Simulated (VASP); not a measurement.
# SiGeS3 (P-6m2) in VASP: further runs

SiGeS3 is run at these levels: PBE; tasks: single point, relaxation of cell and atoms.

Everything below comes from runs of VASP 6.6.1. Logs are shortened: lines on timing, memory, paths and dates and some standing lists are left out, and cuts for length are marked.

### Step 1. The cell of the first run

It takes space group P-6m2 (No. 187, hexagonal). The conventional cell has a = 6.642 Å, b = 6.642 Å, c = 2.722 Å, α = 90.00°, β = 90.00°, γ = 120.00°. Si (site symmetry -6m2) has 2 Si at 2.72 Å and 6 S at 3.32 Å within 3.6 Å. Ge (site symmetry -6m2) has 6 S at 2.42 Å and 2 Ge at 2.72 Å within 3.2 Å. S (site symmetry mm2) has 2 Ge at 2.42 Å and 4 S at 2.72 to 3.18 Å within 3.2 Å.

### Step 2. Single point, PBE

INCAR reads:

```
ALGO = Normal
EDIFF = 1E-6
ENCUT = 520
GGA = PE
ISIF = 2
ISMEAR = 0
LASPH = T
LCHARG = F
LREAL = F
LWAVE = F
NBANDS = 26
NELM = 100
PREC = Accurate
SIGMA = 0.1
```

KPOINTS reads:

```
k-points
0
Gamma
  6 6 4
```

POSCAR reads:

```
SiGeS3
1.0
    6.6424448579      0.0000000000      0.0000000000
   -3.3212224289      5.7525259901      0.0000000000
    0.0000000000      0.0000000000      2.7222331542
Si Ge S
1 1 3
Direct
    0.0000000000      0.0000000000      0.0000000000
    0.3333333333      0.6666666667      0.5000000000
    0.5071036281      0.4928963719      0.0000000000
    0.5071036281      1.0142072562      0.0000000000
   -0.0142072562      0.4928963719      0.0000000000
```

Potentials or basis: VASP PAW PBE potentials, release 64 (Si, Ge_d, S).

Run with:

```bash
$ cat potpaw_PBE.64/Si/POTCAR potpaw_PBE.64/Ge_d/POTCAR potpaw_PBE.64/S/POTCAR > POTCAR
$ mpirun -np 1 vasp_std > vasp.out
```

OUTCAR:

```text
EDIFF = 1E-6
   ENCUT = 520
   GGA = PE
   ISIF = 2
   ISMEAR = 0
   LASPH = T
   LREAL = F
   NELM = 100
   PREC = Accurate

 ion  position               nearest neighbor table
   1  0.000  0.000  0.000-
   2  0.333  0.667  0.500-   4 2.42   4 2.42   5 2.42   5 2.42   3 2.42   3 2.42
   3  0.507  0.493  0.000-   2 2.42   2 2.42
   4  0.507  0.014  0.000-   2 2.42   2 2.42
   5  0.986  0.493  0.000-   2 2.42   2 2.42

  LATTYP: Found a hexagonal cell.
 ALAT       =     6.6424448579
 C/A-ratio  =     0.4098239748

  Lattice vectors:

 A1 = (   6.6424448579,   0.0000000000,   0.0000000000)
 A2 = (  -3.3212224289,   5.7525259901,   0.0000000000)
 A3 = (   0.0000000000,   0.0000000000,   2.7222331542)

Analysis of symmetry for initial positions (statically):
=====================================================================
 Subroutine PRICEL returns:
 Original cell was already a primitive cell.

 Routine SETGRP: Setting up the symmetry group for a
 hexagonal supercell.

 Subroutine GETGRP returns: Found 12 space group operations
 (whereof 12 operations were pure point group operations)
 out of a pool of 24 trial point group operations.

The static configuration has the point symmetry D_3h.

Analysis of symmetry for dynamics (positions and initial velocities):
=====================================================================
 Subroutine PRICEL returns:
 Original cell was already a primitive cell.

 Routine SETGRP: Setting up the symmetry group for a
 hexagonal supercell.

 Subroutine GETGRP returns: Found 12 space group operations
 (whereof 12 operations were pure point group operations)
 out of a pool of 24 trial point group operations.

The dynamic configuration has the point symmetry D_3h.

 Subroutine INISYM returns: Found 12 space group operations
 (whereof 12 operations are pure point group operations),
 and found     1 'primitive' translations

----------------------------------------------------------------------------------------

                                     Primitive cell

  volume of cell :     104.0188

  direct lattice vectors                    reciprocal lattice vectors
     6.642444858  0.000000000  0.000000000     0.150546978  0.086918338  0.000000000
    -3.321222429  5.752525990  0.000000000     0.000000000  0.173836677  0.000000000
     0.000000000  0.000000000  2.722233154     0.000000000  0.000000000  0.367345464

  length of vectors
     6.642444858  6.642444858  2.722233154     0.173836677  0.173836677  0.367345464

  position of ions in fractional coordinates (direct lattice)
     0.000000000  0.000000000  0.000000000
     0.333333333  0.666666667  0.500000000
     0.507103628  0.492896372  0.000000000
     0.507103628  0.014207256  0.000000000
     0.985792744  0.492896372  0.000000000

  ion indices of the primitive-cell ions
   primitive index   ion index
                 1           1
                 2           2
                 3           3
                 4           4
                 5           5

----------------------------------------------------------------------------------------

 KPOINTS: k-points

Automatic generation of k-mesh.
 Grid dimensions read from file:
 generate k-points for:    6    6    4

 Generating k-lattice:

  Cartesian coordinates                     Fractional coordinates (reciprocal lattice)
     0.025091163  0.014486390  0.000000000     0.166666667  0.000000000  0.000000000
     0.000000000  0.028972779  0.000000000     0.000000000  0.166666667  0.000000000
     0.000000000  0.000000000  0.091836366     0.000000000  0.000000000  0.250000000

  Length of vectors
     0.028972779  0.028972779  0.091836366

  Shift w.r.t. Gamma in fractional coordinates (k-lattice)
     0.000000000  0.000000000  0.000000000

 Subroutine IBZKPT returns following result:
 ===========================================

 Found     21 irreducible k-points:

 Following reciprocal coordinates:
            Coordinates               Weight
  0.000000  0.000000  0.000000      1.000000
  0.166667 -0.000000  0.000000      6.000000
  0.333333 -0.000000  0.000000      6.000000
  0.500000 -0.000000  0.000000      3.000000
  0.166667  0.166667  0.000000      6.000000
  0.333333  0.166667  0.000000     12.000000
[... 13 lines left out ...]
  0.333333  0.166667  0.500000     12.000000
  0.333333  0.333333  0.500000      2.000000
   k-points           NKPTS =     21   k-points in BZ     NKDIM =     21   number of bands    NBANDS=     26
   number of dos      NEDOS =    301   number of ions     NIONS =      5
   total plane-waves  NPLWV =  50000
   dimension x,y,z NGX =    50 NGY =   50 NGZ =   20
   dimension x,y,z NGXF=   100 NGYF=  100 NGZF=   40
   ions per type =               1   1   3
   NGX,Y,Z   is equivalent  to a cutoff of  12.51, 12.51, 12.21 a.u.
   NGXF,Y,Z  is equivalent  to a cutoff of  25.03, 25.03, 24.43 a.u.
 SYSTEM =  unknown system
   PREC   = accura    normal or accurate (medium, high low for compatibility)
   ISTART =      0    job   : 0-new  1-cont  2-samecut
   ICHARG =      2    charge: 1-file 2-atom 10-const
   ISPIN  =      1    spin polarized calculation?
   LNONCOLLINEAR =      F non collinear calculations
   LSORBIT =      F    spin-orbit coupling
   LASPH  =      T    aspherical Exc in radial PAW
   ENCUT  =  520.0 eV  38.22 Ry    6.18 a.u.  12.35 12.35  5.06*2*pi/ulx,y,z
   NELM   =    100;   NELMIN=  2; NELMDL= -5     # of ELM steps
   EDIFF  = 0.1E-05   stopping-criterion for ELM
   LREAL  =      F    real-space projection
   EDIFFG = 0.1E-04   stopping-criterion for IOM
   NSW    =      0    number of steps for IOM
   IBRION =     -1    ionic relax: 0-MD 1-quasi-New 2-CG
   NFREE  =      0    steps in history (QN), initial steepest desc. (CG)
   ISIF   =      2    stress and relaxation
   ISYM   =      2    0-nonsym 1-usesym 2-fastsym
   POTIM  = 0.5000    time-step for ionic-motion
   TEBEG  =    0.0;   TEEND  =   0.0 temperature during run
   PSTRESS=    0.0 pullay stress
   NELECT =      36.0000    total number of electrons
   NUPDOWN=      -1.0000    fix difference up-down
   EMIN   =  10.00;   EMAX   =-10.00  energy-range for DOS
   EFERMI =   0.00;   METHOD = LEGACY
   ISMEAR =     0;   SIGMA  =   0.10  broadening in eV -4-tet -1-fermi 0-gaus
   EFERMI_NEDOS =   21; number of points for ismear=-14 and -15
   IALGO  =     38    algorithm
   IMIX   =      4    mixing-type and parameters
     AMIX     =   0.40;   BMIX     =  1.00
     AMIX_MAG =   1.60;   BMIX_MAG =  1.00
  volume/ion in A,a.u.               =      20.80       140.39
  Fermi-wavevector in a.u.,A,eV,Ry     =   1.149401  2.172054 17.974976  1.321124
  Thomas-Fermi vector in A             =   2.286071
   LORBIT       =      0    0 simple, 1 ext, 2 COOP (PROOUT), +10 PAW based schemes
   GGA     = PE    functional components
   LHFCALC =     F    Hartree Fock is set to
   AEXX    =    0.0000 exact exchange contribution
   IVDW    =     0    specifies the selected vdW correction
   LEPSILON=     F    determine dielectric tensor
   LRPA    =     F    only Hartree local field effects (RPA)
 non-spin polarized calculation
 Gauss-broadening in eV      SIGMA  =   0.10
  energy-cutoff  :      520.00
  volume of cell :      104.02
 maximum number of plane-waves:      2832
 NGX is ok and might be reduce to    50
   NGX = 25   NGY = 25   NGZ = 11

 number of electron      35.9999987 magnetization

 Free energy of the ion-electron system (eV)
  ---------------------------------------------------
  ext. energy  EPLUGINS =         0.00000000
  ---------------------------------------------------
  free energy    TOTEN  =       -20.05265744 eV

  energy without entropy =      -20.04973539  energy(sigma->0) =      -20.05119641

 E-fermi :   5.1110     XC(G=0):  -9.7302

 val. band max:        5.0060999941   @ k =   0.1667  -0.0000   0.5000
 cond. band min:       5.1210050009   @ k =   0.0000   0.0000   0.5000
 fundamental gap:      0.1149050068
 Fermi energy:         5.1110267595

 k-point     1 :       0.0000    0.0000    0.0000
  band No.  band energies     occupation
      1     -20.3726      2.00000
      2     -20.2461      2.00000
      3     -20.2461      2.00000
      4     -20.2186      2.00000
      5     -20.2186      2.00000
      6     -10.6679      2.00000
[... 18 lines left out ...]
     25      12.0980      0.00000
     26      12.0999      0.00000

 k-point     2 :       0.1667   -0.0000    0.0000
  band No.  band energies     occupation
      1     -20.3726      2.00000
      2     -20.2461      2.00000
      3     -20.2461      2.00000
      4     -20.2186      2.00000
      5     -20.2186      2.00000
      6     -10.6260      2.00000
[... 18 lines left out ...]
     25      12.0768      0.00000
     26      12.4027      0.00000

 k-point     3 :       0.3333   -0.0000    0.0000
  band No.  band energies     occupation
      1     -20.3726      2.00000
      2     -20.2462      2.00000
      3     -20.2461      2.00000
      4     -20.2186      2.00000
      5     -20.2186      2.00000
      6     -10.5303      2.00000
[... 18 lines left out ...]
     25      12.6821      0.00000
     26      12.9487      0.00000

 k-point     4 :       0.5000   -0.0000    0.0000
  band No.  band energies     occupation
      1     -20.3726      2.00000
      2     -20.2462      2.00000
      3     -20.2461      2.00000
      4     -20.2186      2.00000
      5     -20.2186      2.00000
      6     -10.4743      2.00000
[... 18 lines left out ...]
     25      12.9175      0.00000
     26      12.9572      0.00000

 k-point     5 :       0.1667    0.1667    0.0000
  band No.  band energies     occupation
      1     -20.3726      2.00000
      2     -20.2461      2.00000
      3     -20.2461      2.00000
      4     -20.2186      2.00000
      5     -20.2186      2.00000
      6     -10.5561      2.00000
[... 18 lines left out ...]
     25      12.0115      0.00000
     26      12.6298      0.00000

 k-point     6 :       0.3333    0.1667    0.0000
  band No.  band energies     occupation
      1     -20.3726      2.00000
      2     -20.2462      2.00000
      3     -20.2461      2.00000
      4     -20.2186      2.00000
      5     -20.2186      2.00000
      6     -10.4749      2.00000
[... 340 lines left out ...]
 k-point    18 :       0.5000   -0.0000    0.5000
  band No.  band energies     occupation
      1     -20.3172      2.00000
      2     -20.3172      2.00000
      3     -20.2302      2.00000
      4     -20.2302      2.00000
      5     -20.1617      2.00000
      6      -7.2785      2.00000
[... 18 lines left out ...]
     25       9.7184      0.00000
     26       9.9230      0.00000

 k-point    19 :       0.1667    0.1667    0.5000
  band No.  band energies     occupation
      1     -20.3172      2.00000
      2     -20.3172      2.00000
      3     -20.2302      2.00000
      4     -20.2302      2.00000
      5     -20.1617      2.00000
      6      -7.4029      2.00000
[... 18 lines left out ...]
     25       9.4512      0.00000
     26      10.0465      0.00000

 k-point    20 :       0.3333    0.1667    0.5000
  band No.  band energies     occupation
      1     -20.3172      2.00000
      2     -20.3172      2.00000
      3     -20.2302      2.00000
      4     -20.2302      2.00000
      5     -20.1617      2.00000
      6      -7.2796      2.00000
[... 18 lines left out ...]
     25       9.8377      0.00000
     26      10.0183      0.00000

 k-point    21 :       0.3333    0.3333    0.5000
  band No.  band energies     occupation
      1     -20.3172      2.00000
      2     -20.3172      2.00000
      3     -20.2302      2.00000
      4     -20.2302      2.00000
      5     -20.1617      2.00000
      6      -7.2262      2.00000
[... 18 lines left out ...]
     25      10.0639      0.00000
     26      10.1727      0.00000

------------------------ aborting loop because EDIFF is reached ----------------------------------------

  FORCE on cell =-STRESS in cart. coord.  units (eV):
  Direction    XX          YY          ZZ          XY          YZ          ZX
  --------------------------------------------------------------------------------------
  -------------------------------------------------------------------------------------
  Total       -0.1123615     -0.1123615     -0.1313720     -0.0000000      0.0000000     -0.0000000
  in kB       -1.7306779     -1.7306779     -2.0234915     -0.0000000      0.0000000     -0.0000000
  external PRESSURE =      -1.8282825 kB  Pullay stress =       0.0000000 kB

 VOLUME and BASIS-vectors are now :
 -----------------------------------------------------------------------------
  energy-cutoff  :      520.00
  volume of cell :      104.02
      direct lattice vectors                 reciprocal lattice vectors
     6.642444858  0.000000000  0.000000000     0.150546978  0.086918338  0.000000000
    -3.321222429  5.752525990  0.000000000     0.000000000  0.173836677  0.000000000
     0.000000000  0.000000000  2.722233154     0.000000000  0.000000000  0.367345464

 POSITION                                       TOTAL-FORCE (eV/Angst)
 -----------------------------------------------------------------------------------
      0.00000      0.00000      0.00000        -0.000000      0.000000      0.000000
     -0.00000      3.83502      1.36112        -0.000000      0.000000      0.000000
      1.73139      2.83540      0.00000         0.010186     -0.005881      0.000000
      3.32122      0.08173      0.00000         0.000000      0.011762     -0.000000
      4.91106      2.83540      0.00000        -0.010186     -0.005881      0.000000
 -----------------------------------------------------------------------------------
    total drift:                                0.000002     -0.000001     -0.000000

  FREE ENERGIE OF THE ION-ELECTRON SYSTEM (eV)
  ---------------------------------------------------
  free  energy   TOTEN  =       -20.0526574362 eV

  energy  without entropy=      -20.0497353906  energy(sigma->0) =      -20.05119641
```

Run time: 24 s. Hardware: 1 thread of Intel Xeon 6975P-C (Granite Rapids), shared host; peak memory 0.23 GiB.

What came out:

```yaml
Free_energy: -20.0527 eV
Pressure: -0.2 GPa
Largest_force: 0.012 eV/Å
Band_gap_on_the_k_mesh: zero (band 18 reaches 6.27 eV, above the bottom of band 19 at 4.06 eV)
```

Forces on the atoms (eV/Å):
```
Si   0.000  0.000  0.000
Ge   0.000  0.000  0.000
S    0.010 -0.006  0.000
S    0.000  0.012  0.000
S   -0.010 -0.006  0.000
```

Levels at points of the mesh, in eV from the Fermi level:
```
           k point  band 16  band 17  band 18  band 19  band 20  band 21
(0.00, 0.00, 0.00)     0.21     0.99     1.14     1.14     2.09     2.09
(0.50, 0.00, 0.00)    -1.23     0.65     1.13     1.87     1.95     2.08
(0.00, 0.00, 0.50)    -2.88    -2.13    -0.35    -0.35     0.01     1.92
(0.50, 0.00, 0.50)    -1.84    -1.59    -1.53    -1.00    -0.14     1.76
```

Caveat: the k points lie up to 0.58 Å⁻¹ apart.

### Step 3. Relaxation of cell and atoms, PBE

This run uses another cell than the first one, of 21.95 Å³/atom, 1.055 times its volume.

INCAR reads:

```
SYSTEM = SiGeS3
PREC = Accurate
ENCUT = 600
EDIFF = 1E-6
ISMEAR = 0
SIGMA = 0.1
LREAL = .False.
LASPH = .True.
NELM = 60
ALGO = Normal
ISIF = 3
LWAVE = .False.
LCHARG = .False.
GGA = PE
IBRION = 2
NSW = 90
EDIFFG = -0.04
```

KPOINTS reads:

```
regular mesh
0
Gamma
  6 6 4
  0 0 0
```

POSCAR reads:

```
SiGeS3
1.0
    5.2030867800      0.0000000000      0.0000000000
   -2.6015433900      4.5060053300      0.0000000000
    0.0000000000      0.0000000000      4.6818463100
Si Ge S
1 1 3
Direct
    0.0000000000      0.0000000000      0.0000000000
    0.3333333300      0.6666666700      0.5000000000
    0.4950244900      0.5049755100      0.0000000000
    0.4950244900      0.9900489800      0.0000000000
    0.0099510200      0.5049755100      0.0000000000
```

Potentials or basis: VASP PAW PBE potentials, release 64 (Si, Ge_d, S).

Run with:

```bash
$ cat potpaw_PBE.64/Si/POTCAR potpaw_PBE.64/Ge_d/POTCAR potpaw_PBE.64/S/POTCAR > POTCAR
$ mpirun -np 1 vasp_std > vasp.out
```

Run time: 12 min. Hardware: 1 thread of AMD EPYC 7R43 (Zen 3), shared host; peak memory 0.26 GiB.

The run converged. Its results:

- Free energy: -20.0388 eV
- Relaxed volume: 20.61 Å³/atom
- Relaxed cell: a = 6.612 Å, b = 6.612 Å, c = 2.722 Å, α = 90.00°, β = 90.00°, γ = 120.00°
- Space group after relaxing (to 0.05 Å): P-6m2 (No. 187)
- Energy gained by relaxing: 305.7 meV/atom
- Ionic steps: 22
- Pressure after relaxing: 0.1 GPa
- Band gap on the k mesh: zero (band 18 reaches 6.41 eV, above the bottom of band 19 at 4.17 eV)

Stress tensor (GPa, compression positive):
```
 0.27  0.00  0.00
 0.00  0.27  0.00
 0.00  0.00 -0.22
```

Step by step:
| step | energy change (eV) | largest force (eV/Å) | pressure (GPa) | volume (Å³) |
| --- | --- | --- | --- | --- |
| 1 | 0.0000 | 0.7273 | 3.57 | 109.77 |
| 2 | -0.3011 | 0.2943 | -0.57 | 117.60 |
| 3 | -0.3288 | 0.1165 | -2.10 | 121.20 |
| 4 | -0.4220 | 0.1088 | -1.44 | 117.52 |
| 5 | -0.5132 | 0.1215 | -0.03 | 111.23 |
| 6 | -0.6133 | 0.0644 | 3.86 | 98.15 |
| 7 | -0.6076 | 0.1413 | 1.61 | 103.06 |
| 8 | -0.6230 | 0.0024 | 3.06 | 99.58 |
| 9 | -0.6920 | 0.0160 | 2.15 | 100.00 |
| 10 | -0.7838 | 0.7126 | -0.15 | 100.33 |
| 11 | -0.9248 | 0.7563 | -0.58 | 100.45 |
| 12 | -1.1840 | 0.7465 | -0.58 | 100.34 |
| 13 | -1.4947 | 0.2120 | 2.88 | 99.23 |
| 14 | -1.4738 | 0.1330 | 1.44 | 99.62 |
| 15 | -1.5007 | 0.1925 | 2.44 | 99.35 |
| 16 | -1.3871 | 0.1192 | 1.78 | 103.42 |
| 17 | -1.5066 | 0.1361 | 2.23 | 100.06 |
| 18 | -1.5260 | 0.1417 | -0.39 | 103.36 |
| 19 | -1.5270 | 0.0959 | 0.04 | 102.75 |
| 20 | -1.5270 | 0.0911 | 0.10 | 102.69 |
| 21 | -1.5278 | 0.0567 | 0.09 | 102.83 |
| 22 | -1.5283 | 0.0000 | 0.10 | 103.05 |

Final structure:
```
Si Ge S
1.0
     6.61178    0.00000    0.00000
    -3.30589    5.72597    0.00000
     0.00000    0.00000    2.72204
Si Ge S
1 1 3
Cartesian
  0.0000 0.0000 0.0000
  0.0000 3.8173 1.3610
  1.7295 2.8188 0.0000
  3.3059 0.0884 0.0000
  4.8823 2.8188 0.0000
```

Levels at points of the mesh, in eV from the Fermi level:
| k point | band 16 | band 17 | band 18 | band 19 | band 20 | band 21 |
| --- | --- | --- | --- | --- | --- | --- |
| (0.00, 0.00, 0.00) | 0.18 | 0.94 | 1.19 | 1.19 | 2.06 | 2.06 |
| (0.50, 0.00, 0.00) | -1.24 | 0.68 | 1.09 | 1.83 | 1.95 | 2.05 |
| (0.00, 0.00, 0.50) | -2.95 | -2.17 | -0.34 | -0.34 | 0.01 | 1.87 |
| (0.50, 0.00, 0.50) | -1.89 | -1.62 | -1.55 | -1.02 | -0.14 | 1.75 |
